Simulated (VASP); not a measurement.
Wanted: the native input for a VASP 6.6.1 run.

| Quantity | Value |
| --- | --- |
| Task | single point |
| Functional | PBE |
| Dispersion | D3(BJ) |
| Potentials or basis | VASP PAW PBE potentials, release 64 (O_h, C_h, H_h) |
| Cutoff | 1000 eV |
| k mesh | 1 × 1 × 1 |
| Occupations | fermi-dirac, width 0.02 eV |
| Spin | no spin polarisation |
| Dipole correction | no |
| Further INCAR settings | LREAL = Auto; ALGO = Normal; EDIFF = 1e-06; NBANDS = 54 |

The structure of H2CO lies in POSCAR:

```
H2CO
1.0
    7.1530900000      0.0000000000      0.0000000000
    0.0000000000      7.1530900000      0.0000000000
    0.0000000000      0.0000000000      7.1530900000
O C H
6 6 12
Direct
    0.1948388738      0.5160566972      0.7028570869
    0.2877917096      1.0085571410      0.4100745272
    0.5689009924      0.5357964181      1.2052553512
    0.6400031315      0.4478484124      0.6354596405
    0.9169743426      1.0196572390      0.6681587957
    0.5451769795      0.0469167870      1.0419692748
    0.2970045113      0.5934638038      0.5891579723
    0.1518504590      0.9309123749      0.3451235760
    0.6752746016      0.5964555178      1.0848318699
    0.6546261825      0.2918738615      0.7110213908
    0.9196165573      0.9304230759      0.8066583812
    0.3791648085      0.0616936177      1.0233479517
    0.3583486298      0.7299083333      0.6171179169
    0.3321921016      0.5322455051      0.4430393019
    0.0450993906      1.0086130609      0.2644591358
    0.1350605123      0.7774961590      0.3546299571
    0.6307064499      0.6997535331      0.9686443201
    0.8295435958      0.5503355892      1.0733962525
    0.6128680053      0.1691017448      0.6335024444
    0.7407847518      0.2778239894      0.8430622291
    0.8091887562      0.9342675683      0.9224684717
    1.0203003178      0.8055260034      0.8312351725
    0.2990735472      0.1931892371      1.0167074649
    0.2886025480     -0.0618194375      1.0099691182
```

One way to write it, as run:

INCAR

```
  ALGO = Normal
  EDIFF = 1E-6
  ENCUT = 1000
  GGA = PE
  GGA_COMPAT = F
  ISIF = 2
  ISMEAR = -1
  IVDW = 12
  LASPH = T
  LCHARG = F
  LREAL = Auto
  LWAVE = F
  NBANDS = 54
  NELM = 120
  PREC = Accurate
  SIGMA = 0.02
```

KPOINTS

```
k-points
0
Gamma
  1 1 1
```

Potentials or basis: VASP PAW PBE potentials, release 64 (O_h, C_h, H_h).

Launch:

```bash
$ cat potpaw_PBE.64/O_h/POTCAR potpaw_PBE.64/C_h/POTCAR potpaw_PBE.64/H_h/POTCAR > POTCAR
$ mpirun -np 1 vasp_gam > vasp.out
```

It gave:

| Property | Result |
| --- | --- |
| Pressure | -0.5 GPa |
| Largest force | 4.254 eV/Å |
| Dispersion energy per atom | -0.037 eV |

Caveat: the k points lie up to 0.88 Å⁻¹ apart, too coarse for converged energies, forces and pressures.

Run time: 45 s on 1 thread of AMD EPYC 9R45 96-Core Processor (Zen 5), on a shared host, peak memory 0.86 GiB.
